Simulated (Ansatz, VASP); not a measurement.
# One calculation of Os, two programs

```
Os
1.0
     0.00000   -1.92775   -1.92775
     1.92775    0.00000   -1.92775
     1.92775   -1.92775    0.00000
Os
1
Direct
  0.00000 0.00000 0.00000
```

Alike in both runs: functional PBE; k mesh 8 × 8 × 8; occupations gaussian, width 0.1 eV; no spin polarisation.

Ansatz relaxed the structure, and its values are those at the end. VASP's run is a single point on that final structure, the one shown.

|  | VASP | Ansatz |
| --- | --- | --- |
| version | VASP 6.6.1 | Ansatz 0.2.0 |
| potentials or method | VASP PAW PBE potentials, release 64 (Os), cutoff 600 eV | scalar-relativistic, plane waves, PAW |
| valence electrons in the cell | 8 | 16 |

|  | VASP | Ansatz | Ansatz less VASP |
| --- | --- | --- | --- |
| gap on the k mesh at the Fermi level (eV) | none | none | - |
| pressure (GPa) | 0.1 | 0.1 | 0.00 |

A gap of «none» marks a metal or a gap that the smearing closes. VASP's potentials hold 8 valence electrons a cell and Ansatz's 16, so a difference there can come from the potentials and not from the codes.

Neither program's run includes spin-orbit coupling.
